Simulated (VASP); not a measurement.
# Ge in VASP: settings compared, part 2 of 2

VASP 6.6.1. The steps go on from the part before.

### 3 Single point, PBEsol (atoms moved at random)

Contents of INCAR:

```
PREC     = Accurate       # precision mode
ENCUT    = 520            # plane-wave cutoff, eV
EDIFF    = 1E-7           # SCF threshold, eV
ISMEAR   = -1             # smearing method
SIGMA    = 0.05           # smearing width, eV
LREAL    = F              # projectors in reciprocal space
LASPH    = T              # aspherical terms in the spheres
NELM     = 100            # most SCF steps
ALGO     = Normal         # electronic algorithm
ISIF     = 2              # what is computed and relaxed
LWAVE    = F              # write WAVECAR
LCHARG   = F              # write CHGCAR
GGA      = PS             # functional
NBANDS   = 21             # bands
```

Contents of KPOINTS:

```
regular mesh
0
Gamma
  11 11 11
```

Contents of POSCAR:

```
Ge
1.0
   -2.4958980000      2.6508630000      1.4369470000
    2.4958980000     -2.6508630000      1.4369470000
    2.4958980000      2.6508630000     -1.4369470000
Ge
2
Direct
    0.2983960000      0.0372420000      0.2393350000
    0.6945250000      0.9475460000      0.7538390000
```

Potentials or basis: VASP PAW PBE potentials, release 64 (Ge_d).

Started as:

```console
cat potpaw_PBE.64/Ge_d/POTCAR > POTCAR
mpirun -np 1 vasp_std > vasp.out
```

OUTCAR:

```text
PREC = Accurate
   ENCUT = 520
   EDIFF = 1E-7
   ISMEAR = -1
   LREAL = F
   LASPH = T
   NELM = 100
   ISIF = 2
   GGA = PS

 ion  position               nearest neighbor table
   1  0.298  0.037  0.239-   2 2.67   2 2.67   2 2.68   2 2.81
   2  0.695  0.948  0.754-   1 2.67   1 2.67   1 2.68   1 2.81

  LATTYP: Found a body centered orthorhombic cell.
 ALAT       =     2.8738940000
 B/A-ratio  =     1.7369450648
 C/A-ratio  =     1.8447882907

  Lattice vectors:

 A1 = (   2.4958980000,  -2.6508630000,   1.4369470000)
 A2 = (  -2.4958980000,  -2.6508630000,  -1.4369470000)
 A3 = (   2.4958980000,   2.6508630000,  -1.4369470000)

Analysis of symmetry for initial positions (statically):
=====================================================================
 Subroutine PRICEL returns:
 Original cell was already a primitive cell.

 Routine SETGRP: Setting up the symmetry group for a
 body centered orthorhombic supercell.

 Subroutine GETGRP returns: Found  2 space group operations
[... 154 lines left out ...]
 NGX is ok and might be reduce to    30
   NGX = 15   NGY = 15   NGZ = 15

 number of electron      28.0000002 magnetization

 Free energy of the ion-electron system (eV)
  ---------------------------------------------------
  ext. energy  EPLUGINS =         0.00000000
  ---------------------------------------------------
  free energy    TOTEN  =        -9.50438464 eV

  energy without entropy =       -9.49792172  energy(sigma->0) =       -9.50115318

 E-fermi :   6.4180     XC(G=0): -11.3389

 val. band max:        6.4113601650   @ k =   0.4545   0.4545  -0.0000
 cond. band min:       6.4224555015   @ k =   0.2727   0.3636  -0.0000
 fundamental gap:      0.0110953365
 Fermi energy:         6.4180080020

 k-point     1 :       0.0000    0.0000    0.0000
  band No.  band energies     occupation
      1     -18.2833      2.00000
      2     -18.2067      2.00000
      3     -18.1989      2.00000
      4     -18.1974      2.00000
      5     -18.1689      2.00000
      6     -18.1306      2.00000
[... 565 lines left out ...]
     20      14.3840      0.00000
     21      18.9846      0.00000

 [... further k-points ...]
[... 5 lines left out ...]
  --------------------------------------------------------------------------------------
  -------------------------------------------------------------------------------------
  Total       -0.3588397     -0.6786546     -0.6546946     -0.0002031      0.0000252     -0.1090757
  in kB      -15.1180631    -28.5920006    -27.5825533     -0.0085556      0.0010607     -4.5954059
  external PRESSURE =     -23.7642057 kB  Pullay stress =       0.0000000 kB

 VOLUME and BASIS-vectors are now :
 -----------------------------------------------------------------------------
  energy-cutoff  :      520.00
  volume of cell :       38.03
      direct lattice vectors                 reciprocal lattice vectors
    -2.495898000  2.650863000  1.436947000     0.000000000  0.188617820  0.347959946
     2.495898000 -2.650863000  1.436947000     0.200328699  0.000000000  0.347959946
     2.495898000  2.650863000 -1.436947000     0.200328699  0.188617820  0.000000000

 POSITION                                       TOTAL-FORCE (eV/Angst)
 -----------------------------------------------------------------------------------
     -0.05446      1.32673      0.13838         0.146434      0.003635      0.051310
      2.51302      1.32760      1.27634        -0.146434     -0.003635     -0.051310
 -----------------------------------------------------------------------------------
    total drift:                               -0.000157     -0.000010      0.000046

  FREE ENERGIE OF THE ION-ELECTRON SYSTEM (eV)
  ---------------------------------------------------
  free  energy   TOTEN  =        -9.5043846395 eV

  energy  without entropy=       -9.4979217219  energy(sigma->0) =       -9.50115318
```

It took 7.1 min on 1 thread of Intel Xeon Platinum 8488C (Sapphire Rapids), shared host; peak memory 0.5 GiB.

Results:

```yaml
Free_energy: -9.5044 eV
Pressure: -2.4 GPa
Largest_force: 0.155 eV/Å
Band_gap_on_the_k_mesh: zero (bands 14 and 15 overlap by 5.08 eV)
```

Forces on the atoms (eV/Å):
```
Ge   0.146  0.004  0.051
Ge  -0.146 -0.004 -0.051
```

Stress tensor (GPa, compression positive):
```
-1.51  0.00 -0.46
 0.00 -2.86  0.00
-0.46  0.00 -2.76
```

Caveat: the cell differs from its parent crystal (atoms moved at random); the PAW data sets were made with another functional, which shifts forces and pressure a little.

### 4 Single point, r2SCAN

Contents of POSCAR:

```
Ge
1.0
   -2.4958980000      2.6508630000      1.4369470000
    2.4958980000     -2.6508630000      1.4369470000
    2.4958980000      2.6508630000     -1.4369470000
Ge
2
Direct
    0.3140570000      0.0640570000      0.2500000000
    0.6859430000      0.9359430000      0.7500000000
```

Contents of INCAR.step1:

```
SYSTEM = Ge
PREC = Accurate
ENCUT = 520
ISMEAR = 1
SIGMA = 0.1
LREAL = .False.
LASPH = .True.
NELM = 100
NBANDS = 21
GGA = PE
ALGO = Normal
EDIFF = 1E-4
LWAVE = .True.
LCHARG = .False.
```

Contents of INCAR.step2:

```
SYSTEM = Ge
PREC = Accurate
ENCUT = 520
EDIFF = 1E-6
ISMEAR = 1
SIGMA = 0.1
LREAL = .False.
LASPH = .True.
NELM = 100
ALGO = Normal
ISIF = 2
LWAVE = .False.
LCHARG = .False.
METAGGA = R2SCAN
LMIXTAU = .True.
NBANDS = 21
ISTART = 1
```

Contents of KPOINTS:

```
regular mesh
0
Gamma
  9 9 9
  0 0 0
```

Started as:

```console
cat potpaw_PBE.64/Ge_d/POTCAR > POTCAR
cp INCAR.step1 INCAR
mpirun -np 1 vasp_std > vasp.out
cp INCAR.step2 INCAR
mpirun -np 1 vasp_std > vasp.out
```

It took 5.4 min on 1 thread of Intel Xeon Platinum 8488C (Sapphire Rapids), shared host; peak memory 0.22 GiB.

It converged, with:

- Free energy: -26.9870 eV
- Pressure: -1.5 GPa
- Largest force: 0.075 eV/Å
- Band gap on the k mesh: zero (bands 14 and 15 overlap by 5.56 eV)

Forces on the atoms (eV/Å):
```
Ge   0.000  0.000  0.075
Ge   0.000  0.000 -0.075
```

Stress tensor (GPa, compression positive):
```
-1.50  0.00  0.00
 0.00 -1.98  0.00
 0.00  0.00 -1.08
```

Levels at points of the mesh, in eV from the Fermi level:
```tsv
k point	band 11	band 12	band 13	band 14	band 15	band 16	band 17	band 18
(0.00, 0.00, 0.00)	-13.75	-3.87	-2.60	-2.09	3.92	7.28	7.55	8.29
```

Caveat: the PAW data sets were made with another functional, which shifts forces and pressure a little.

### 5 Single point, r2SCAN

Contents of POSCAR:

```
Ge
1.0
   -2.4958980000      2.6508630000      1.4369470000
    2.4958980000     -2.6508630000      1.4369470000
    2.4958980000      2.6508630000     -1.4369470000
Ge
2
Direct
    0.2983960000      0.0372420000      0.2393350000
    0.6945250000      0.9475460000      0.7538390000
```

Contents of INCAR.step1:

```
ALGO = Normal
EDIFF = 1E-4
ENCUT = 520
GGA = PE
ISMEAR = 1
LASPH = True
LCHARG = False
LREAL = False
LWAVE = True
NBANDS = 21
NELM = 60
PREC = Accurate
SIGMA = 0.05
```

Contents of INCAR.step2:

```
ALGO = Normal
EDIFF = 1E-7
ENCUT = 520
ISIF = 2
ISMEAR = 1
ISTART = 1
LASPH = True
LCHARG = True
LELF = True
LMIXTAU = True
LREAL = False
LVHAR = True
LWAVE = False
METAGGA = R2SCAN
NBANDS = 21
NELM = 60
PREC = Accurate
SIGMA = 0.05
```

Contents of KPOINTS:

```
k-points
0
Gamma
  8 8 5
```

Started as:

```console
cat potpaw_PBE.64/Ge_d/POTCAR > POTCAR
cp INCAR.step1 INCAR
mpirun -np 1 vasp_std > vasp.out
cp INCAR.step2 INCAR
mpirun -np 1 vasp_std > vasp.out
```

It took 7.5 min on 1 thread of Intel Xeon Platinum 8488C (Sapphire Rapids), shared host; peak memory 0.24 GiB.

The run converged. Its results:

```yaml
Free_energy: -26.9947 eV
Pressure: -1.3 GPa
Largest_force: 0.040 eV/Å
Band_gap_on_the_k_mesh: zero (bands 14 and 15 overlap by 4.64 eV)
```

Forces on the atoms (eV/Å):
```
Ge   0.002  0.017  0.036
Ge  -0.002 -0.017 -0.036
```

Stress tensor (GPa, compression positive):
```
-1.72 -0.87 -0.25
-0.87 -1.97 -0.46
-0.25 -0.46 -0.12
```

Levels at points of the mesh, in eV from the Fermi level:
```csv
k point,band 11,band 12,band 13,band 14,band 15,band 16,band 17,band 18
"(0.00, 0.00, 0.00)",-13.71,-3.82,-2.53,-2.07,3.92,7.43,7.55,8.37
"(0.50, 0.00, 0.00)",-8.28,-7.37,-1.91,-1.68,-0.59,1.43,3.53,4.51
"(0.00, 0.50, 0.00)",-8.57,-5.91,-3.65,-2.45,-1.95,3.64,4.32,6.86
"(0.50, 0.50, 0.00)",-11.01,-10.63,0.56,0.74,2.54,2.66,6.96,7.31
```

Caveat: the PAW data sets were made with another functional, which shifts forces and pressure a little.

### 6 The runs side by side

```csv
level,cell,k mesh,smearing,gap on the mesh (eV),pressure (GPa),largest force (eV/Å)
r2SCAN,"as given, atomic positions A",8 × 8 × 8,fermi-dirac 0.05 eV,none,-1.7,0.04
PBEsol,"as given, atomic positions B",11 × 11 × 11,fermi-dirac 0.05 eV,none,-2.4,0.16
r2SCAN,"as given, atomic positions A",9 × 9 × 9,methfessel-paxton 0.1 eV,none,-1.5,0.07
r2SCAN,"as given, atomic positions B",8 × 8 × 5,methfessel-paxton 0.05 eV,none,-1.3,0.04
```

Alike in all rows: task single point; potentials or basis VASP PAW PBE potentials, release 64 (Ge_d); no spin polarisation; cutoff (eV) 520.

Caveats: the PAW data sets were made with another functional, which shifts forces and pressure a little.

Absolute energies hang on the potentials; compare differences alone.
